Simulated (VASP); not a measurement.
# Cu (P6/mmm) in VASP: notebook, part 2 of 2

VASP 6.6.1. The steps go on from the part before.

### 3 Single point, LDA

This run uses another cell than the first one, of 11.08 Å³/atom, 0.893 times its volume.

INCAR

```
SYSTEM = Cu
  PREC = Accurate
  ENCUT = 520
  EDIFF = 1E-6
  ISMEAR = -1
  SIGMA = 0.1
  LREAL = .FALSE.
  LASPH = .TRUE.
  NELM = 60
  ALGO = Normal
  ISIF = 2
  LWAVE = .FALSE.
  LCHARG = .FALSE.
  NBANDS = 24
```

KPOINTS

```
Automatic mesh
0
G
  12 12 17
  0 0 0
```

POSCAR

```
Cu
1.0
    3.9984259746      0.0000000000      0.0000000000
   -1.9992129873      3.4627384691      0.0000000000
    0.0000000000      0.0000000000      2.4003998116
Cu
3
Direct
    1.0000000000      1.0000000000      0.0000000000
    0.3333333333      0.6666666667      0.5000000000
    0.6666666667      0.3333333333      0.5000000000
```

Potentials or basis: VASP PAW LDA potentials, release 64 (Cu).

On the command line:

```bash
$ cat potpaw_LDA.64/Cu/POTCAR > POTCAR
$ mpirun -np 1 vasp_std > vasp.out
```

OUTCAR:

```text
SYSTEM = Cu
   PREC = Accurate
   ENCUT = 520
   EDIFF = 1E-6
   ISMEAR = -1
   LREAL = .FALSE.
   LASPH = .TRUE.
   NELM = 60
   ISIF = 2

 ion  position               nearest neighbor table
   1  0.000  0.000  0.000-   2 2.60   3 2.60   2 2.60   3 2.60   2 2.60   2 2.60   3 2.60   3 2.60
                             3 2.60   3 2.60   2 2.60   2 2.60
   2  0.333  0.667  0.500-   3 2.31   3 2.31   3 2.31   1 2.60   1 2.60   1 2.60   1 2.60   1 2.60
                             1 2.60
   3  0.667  0.333  0.500-   2 2.31   2 2.31   2 2.31   1 2.60   1 2.60   1 2.60   1 2.60   1 2.60
                             1 2.60

  LATTYP: Found a hexagonal cell.
 ALAT       =     3.9984259746
 C/A-ratio  =     0.6003361890

  Lattice vectors:

 A1 = (   3.9984259746,   0.0000000000,   0.0000000000)
 A2 = (  -1.9992129873,   3.4627384691,   0.0000000000)
 A3 = (   0.0000000000,   0.0000000000,   2.4003998116)

Analysis of symmetry for initial positions (statically):
=====================================================================
 Subroutine PRICEL returns:
 Original cell was already a primitive cell.

 Routine SETGRP: Setting up the symmetry group for a
 hexagonal supercell.

 Subroutine GETGRP returns: Found 24 space group operations
 (whereof 24 operations were pure point group operations)
 out of a pool of 24 trial point group operations.

The static configuration has the point symmetry D_6h.

Analysis of symmetry for dynamics (positions and initial velocities):
=====================================================================
 Subroutine PRICEL returns:
 Original cell was already a primitive cell.

 Routine SETGRP: Setting up the symmetry group for a
 hexagonal supercell.

 Subroutine GETGRP returns: Found 24 space group operations
 (whereof 24 operations were pure point group operations)
 out of a pool of 24 trial point group operations.

The dynamic configuration has the point symmetry D_6h.

 Subroutine INISYM returns: Found 24 space group operations
 (whereof 24 operations are pure point group operations),
 and found     1 'primitive' translations

----------------------------------------------------------------------------------------

                                     Primitive cell

  volume of cell :      33.2347

  direct lattice vectors                    reciprocal lattice vectors
     3.998425975  0.000000000  0.000000000     0.250098415  0.144394387  0.000000000
    -1.999212987  3.462738469  0.000000000     0.000000000  0.288788775  0.000000000
     0.000000000  0.000000000  2.400399812     0.000000000  0.000000000  0.416597266

  length of vectors
     3.998425975  3.998425975  2.400399812     0.288788775  0.288788775  0.416597266

  position of ions in fractional coordinates (direct lattice)
     0.000000000  0.000000000  0.000000000
     0.333333333  0.666666667  0.500000000
     0.666666667  0.333333333  0.500000000

  ion indices of the primitive-cell ions
   primitive index   ion index
                 1           1
                 2           2
                 3           3

----------------------------------------------------------------------------------------

 KPOINTS: Automatic mesh

Automatic generation of k-mesh.
 Grid dimensions read from file:
 generate k-points for:   12   12   17

 Generating k-lattice:

  Cartesian coordinates                     Fractional coordinates (reciprocal lattice)
     0.020841535  0.012032866  0.000000000     0.083333333  0.000000000  0.000000000
     0.000000000  0.024065731  0.000000000     0.000000000  0.083333333  0.000000000
     0.000000000  0.000000000  0.024505722     0.000000000  0.000000000  0.058823529

  Length of vectors
     0.024065731  0.024065731  0.024505722

  Shift w.r.t. Gamma in fractional coordinates (k-lattice)
     0.000000000  0.000000000  0.000000000

 Subroutine IBZKPT returns following result:
 ===========================================

 Found    171 irreducible k-points:

 Following reciprocal coordinates:
            Coordinates               Weight
  0.000000  0.000000  0.000000      1.000000
  0.083333 -0.000000  0.000000      6.000000
  0.166667  0.000000  0.000000      6.000000
  0.250000 -0.000000  0.000000      6.000000
  0.333333 -0.000000  0.000000      6.000000
  0.416667  0.000000  0.000000      6.000000
[... 16 lines left out ...]
  0.250000 -0.000000  0.058824     12.000000
  0.333333 -0.000000  0.058824     12.000000
 [... further k-points ...]
   k-points           NKPTS =    171   k-points in BZ     NKDIM =    171   number of bands    NBANDS=     24
   number of dos      NEDOS =    301   number of ions     NIONS =      3
   total plane-waves  NPLWV =  16200
   dimension x,y,z NGX =    30 NGY =   30 NGZ =   18
   dimension x,y,z NGXF=    60 NGYF=   60 NGZF=   36
   ions per type =               3
   NGX,Y,Z   is equivalent  to a cutoff of  12.47, 12.47, 12.47 a.u.
   NGXF,Y,Z  is equivalent  to a cutoff of  24.95, 24.95, 24.93 a.u.
 SYSTEM =  Cu
   PREC   = accura    normal or accurate (medium, high low for compatibility)
   ISTART =      0    job   : 0-new  1-cont  2-samecut
   ICHARG =      2    charge: 1-file 2-atom 10-const
   ISPIN  =      1    spin polarized calculation?
   LNONCOLLINEAR =      F non collinear calculations
   LSORBIT =      F    spin-orbit coupling
   LASPH  =      T    aspherical Exc in radial PAW
   ENCUT  =  520.0 eV  38.22 Ry    6.18 a.u.   7.43  7.43  4.46*2*pi/ulx,y,z
   NELM   =     60;   NELMIN=  2; NELMDL= -5     # of ELM steps
   EDIFF  = 0.1E-05   stopping-criterion for ELM
   LREAL  =      F    real-space projection
   EDIFFG = 0.1E-04   stopping-criterion for IOM
   NSW    =      0    number of steps for IOM
   IBRION =     -1    ionic relax: 0-MD 1-quasi-New 2-CG
   NFREE  =      0    steps in history (QN), initial steepest desc. (CG)
   ISIF   =      2    stress and relaxation
   ISYM   =      2    0-nonsym 1-usesym 2-fastsym
   POTIM  = 0.5000    time-step for ionic-motion
   TEBEG  =    0.0;   TEEND  =   0.0 temperature during run
   PSTRESS=    0.0 pullay stress
   NELECT =      33.0000    total number of electrons
   NUPDOWN=      -1.0000    fix difference up-down
   EMIN   =  10.00;   EMAX   =-10.00  energy-range for DOS
   EFERMI =   0.00;   METHOD = LEGACY
   ISMEAR =    -1;   SIGMA  =   0.10  broadening in eV -4-tet -1-fermi 0-gaus
   EFERMI_NEDOS =   21; number of points for ismear=-14 and -15
   IALGO  =     38    algorithm
   IMIX   =      4    mixing-type and parameters
     AMIX     =   0.40;   BMIX     =  1.00
     AMIX_MAG =   1.60;   BMIX_MAG =  1.00
  volume/ion in A,a.u.               =      11.08        74.76
  Fermi-wavevector in a.u.,A,eV,Ry     =   1.633235  3.086367 36.292953  2.667457
  Thomas-Fermi vector in A             =   2.725074
   LORBIT       =      0    0 simple, 1 ext, 2 COOP (PROOUT), +10 PAW based schemes
   GGA     = CA    functional components
   LHFCALC =     F    Hartree Fock is set to
   AEXX    =    0.0000 exact exchange contribution
   IVDW    =     0    specifies the selected vdW correction
   LEPSILON=     F    determine dielectric tensor
   LRPA    =     F    only Hartree local field effects (RPA)
 non-spin polarized calculation
  energy-cutoff  :      520.00
  volume of cell :       33.23
 maximum number of plane-waves:       933
 NGX is ok and might be reduce to    30
   NGX = 15   NGY = 15   NGZ =  9

 number of electron      33.0000044 magnetization

 Free energy of the ion-electron system (eV)
  ---------------------------------------------------
  ext. energy  EPLUGINS =         0.00000000
  ---------------------------------------------------
  free energy    TOTEN  =       -13.87499940 eV

  energy without entropy =      -13.84675333  energy(sigma->0) =      -13.86087637

 E-fermi :   8.1668     XC(G=0): -13.4732

 val. band max:        8.1626766312   @ k =   0.3333   0.3333   0.4118
 cond. band min:       8.1808848696   @ k =   0.2500   0.0833   0.1176
 fundamental gap:      0.0182082385
 Fermi energy:         8.1667802159

 k-point     1 :       0.0000    0.0000    0.0000
  band No.  band energies     occupation
      1      -1.6677      2.00000
      2       3.2050      2.00000
      3       4.2084      2.00000
      4       4.2084      2.00000
      5       4.2675      2.00000
      6       4.2675      2.00000
[... 16 lines left out ...]
     23      23.8099      0.00000
     24      29.7080      0.00000
[... 598 lines left out ...]
      2       2.8405      2.00000
      3       3.0541      2.00000
      4       3.8417      2.00000
      5       4.0489      2.00000
      6       4.3661      2.00000
[... 16 lines left out ...]
     23      24.4759      0.00000
     24      26.4754      0.00000

 [... further k-points ...]
[... 5 lines left out ...]
  --------------------------------------------------------------------------------------
  -------------------------------------------------------------------------------------
  Total        0.2422055      0.2422055      0.2003108      0.0000000      0.0000000      0.0000000
  in kB       11.6762203     11.6762203      9.6565637      0.0000000      0.0000000      0.0000000
  external PRESSURE =      11.0030014 kB  Pullay stress =       0.0000000 kB

 VOLUME and BASIS-vectors are now :
 -----------------------------------------------------------------------------
  energy-cutoff  :      520.00
  volume of cell :       33.23
      direct lattice vectors                 reciprocal lattice vectors
     3.998425975  0.000000000  0.000000000     0.250098415  0.144394387  0.000000000
    -1.999212987  3.462738469  0.000000000     0.000000000  0.288788775  0.000000000
     0.000000000  0.000000000  2.400399812     0.000000000  0.000000000  0.416597266

 POSITION                                       TOTAL-FORCE (eV/Angst)
 -----------------------------------------------------------------------------------
      0.00000      0.00000      0.00000        -0.000000      0.000000      0.000000
     -0.00000      2.30849      1.20020        -0.000000      0.000000     -0.000000
      1.99921      1.15425      1.20020         0.000000     -0.000000      0.000000
 -----------------------------------------------------------------------------------
    total drift:                               -0.000000      0.000000      0.000000

  FREE ENERGIE OF THE ION-ELECTRON SYSTEM (eV)
  ---------------------------------------------------
  free  energy   TOTEN  =       -13.8749994001 eV

  energy  without entropy=      -13.8467533337  energy(sigma->0) =      -13.86087637
```

stdout:

```text
POSCAR found type information on POSCAR Cu
 POSCAR found :  1 types and       3 ions
 scaLAPACK will be used
 LDA part: xc-table for (Slater(with rela. corr.)+CA(PZ))
 , standard interpolation
 POSCAR, INCAR and KPOINTS ok, starting setup
 FFT: planning ... GRIDC
 FFT: planning ... GRID_SOFT
 FFT: planning ... GRID
 WAVECAR not read
 entering main loop
```

Wall time 64 s (1 thread of Intel Xeon 6975P-C (Granite Rapids), shared host); peak memory 0.2 GiB.

Results:

- Free energy: -13.8750 eV
- Pressure: 1.1 GPa

Levels at points of the mesh, in eV from the Fermi level:
```csv
k point,band 12,band 13,band 14,band 15,band 16,band 17,band 18,band 19,band 20,band 21
"(0.00, 0.00, 0.00)",-2.57,-2.52,-2.52,-1.64,-1.64,4.77,4.77,4.78,4.78,6.62
"(0.50, 0.00, 0.00)",-2.07,-1.90,-1.88,-1.87,-1.75,-1.61,-0.84,4.54,14.23,14.25
```

### 4 Relaxation of cell and atoms, LDA

This run uses another cell than the first one, of 11.81 Å³/atom, 0.952 times its volume.

INCAR

```
ALGO = Normal ; EDIFF = 1E-6
EDIFFG = -0.01 ; ENCUT = 600
GGA = CA ; IBRION = 2
ISIF = 3 ; ISMEAR = -1
LASPH = True ; LCHARG = False
LREAL = False ; LWAVE = False
NELM = 80 ; NSW = 80
PREC = Accurate ; SIGMA = 0.1
```

KPOINTS

```
k-points
0
Gamma
  9 9 13
```

POSCAR

```
Cu
1.0
    4.0562702462      0.0000000000      0.0000000000
   -2.0281351231      3.5128330778      0.0000000000
    0.0000000000      0.0000000000      2.4864936609
Cu
3
Direct
    0.0000000000      0.0000000000      0.0000000000
    0.3333333333      0.6666666667      0.5000000000
    0.6666666667      0.3333333333      0.5000000000
```

On the command line:

```bash
$ cat potpaw_LDA.64/Cu/POTCAR > POTCAR
$ mpirun -np 1 vasp_std > vasp.out
```

Wall time 2.8 min (1 thread of Intel Xeon 6975P-C (Granite Rapids), shared host); peak memory 0.18 GiB.

It converged, with:

- Free energy: -13.8769 eV
- Relaxed volume: 11.13 Å³/atom
- Relaxed cell: a = 4.005 Å, b = 4.005 Å, c = 2.404 Å, α = 90.00°, β = 90.00°, γ = 120.00°
- Space group after relaxing (to 0.05 Å): P6/mmm (No. 191)
- Energy gained by relaxing: 22.5 meV/atom
- Ionic steps: 13
- Pressure after relaxing: 0.0 GPa

Stress tensor (GPa, compression positive):
```
 0.01  0.00  0.00
 0.00  0.01  0.00
 0.00  0.00 -0.11
```

Step by step:
```
step  energy change (eV)  largest force (eV/Å)  pressure (GPa)  volume (Å³)
   1              0.0000                0.0000           -9.10        35.43
   2             -0.0370                0.0000            7.80        32.10
   3             -0.0651                0.0000            0.18        33.36
   4             -0.0651                0.0000            0.18        33.32
   5             -0.0580                0.0000            3.90        32.70
   6             -0.0650                0.0000            0.72        33.28
   7             -0.0674                0.0000            0.72        33.30
   8             -0.0675                0.0000            0.44        33.31
   9             -0.0675                0.0000            0.42        33.31
  10             -0.0675                0.0000            0.30        33.31
  11             -0.0675                0.0000            0.48        33.30
  12             -0.0675                0.0000           -0.31        33.45
  13             -0.0676                0.0000           -0.03        33.39
```

Final structure:
```cif
data_structure
_symmetry_space_group_name_H-M 'P 1'
_symmetry_Int_Tables_number 1
_cell_length_a 4.0046
_cell_length_b 4.0046
_cell_length_c 2.4043
_cell_angle_alpha 90.000
_cell_angle_beta 90.000
_cell_angle_gamma 120.000
_cell_volume 33.39
loop_
_atom_site_label
_atom_site_type_symbol
_atom_site_fract_x
_atom_site_fract_y
_atom_site_fract_z
_atom_site_occupancy
Cu1 Cu 0.00000 0.00000 0.00000 1
Cu2 Cu 0.33333 0.66667 0.50000 1
Cu3 Cu 0.66667 0.33333 0.50000 1
```

Levels at points of the mesh, in eV from the Fermi level:
```tsv
k point	band 13	band 14	band 15	band 16	band 17	band 18	band 19	band 20
(0.00, 0.00, 0.00)	-2.51	-2.51	-1.64	-1.64	4.76	4.76	4.77	4.77
```

### 5 Summary

| task | cell | k mesh | cutoff (eV) | gap on the mesh (eV) | pressure (GPa) |
| --- | --- | --- | --- | --- | --- |
| single point | a = 4.152, b = 4.152, c = 2.493 Å, angles 90.0, 90.0, 120.0°, 3 atoms | 10 × 10 × 15 | 520 | none | -14.4 |
| single point | a = 3.998, b = 3.998, c = 2.400 Å, angles 90.0, 90.0, 120.0°, 3 atoms | 12 × 12 × 17 | 520 | none | 1.1 |
| relaxation of cell and atoms | relaxed from a = 4.056, b = 4.056, c = 2.486 Å, angles 90.0, 90.0, 120.0°, 3 atoms | 9 × 9 × 13 | 600 | none | 0.0 |

Alike in all rows: level LDA; potentials or basis VASP PAW LDA potentials, release 64 (Cu); no spin polarisation; smearing fermi-dirac 0.1 eV.

Total energies depend on the potentials used, so only differences within one code and one set of settings carry meaning.
